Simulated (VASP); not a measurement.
A run of VASP 6.6.1:

Contents of INCAR:

```
  PREC = Accurate
  ENCUT = 520
  EDIFF = 1E-6
  ISMEAR = 0
  SIGMA = 0.05
  LREAL = F
  LASPH = T
  NELM = 80
  ALGO = Normal
  ISIF = 2
  LWAVE = F
  LCHARG = T
  GGA = PS
  IVDW = 12
  LELF = T
  LVHAR = T
  NBANDS = 20
```

The input KPOINTS:

```
regular mesh
0
Gamma
  12 12 12
```

Contents of POSCAR:

```
WS2
1.0
    1.5790003843      0.9116362969      6.1633300000
   -1.5790003843      0.9116362969      6.1633300000
    0.0000000000     -1.8232725938      6.1633300000
W S
1 2
Direct
   -0.0081124976     -0.0081124976     -0.0081124976
    0.7503000000      0.7503000000      0.7503000000
    0.5810000000      0.5810000000      0.5810000000
```

Potentials or basis: VASP PAW PBE potentials, release 64 (W_sv, S).

Run with:

```sh
$ cat potpaw_PBE.64/W_sv/POTCAR potpaw_PBE.64/S/POTCAR > POTCAR
$ mpirun -np 1 vasp_std > vasp.out
```

Hardware: 1 thread of Intel(R) Xeon(R) 6975P-C (Granite Rapids), on a shared host.

Estimate the wall time of this run.

It took 3.9 min on 1 thread of Intel(R) Xeon(R) 6975P-C (Granite Rapids) (shared host), peak memory 0.45 GiB. Counts: scf iterations 14, k points 189.
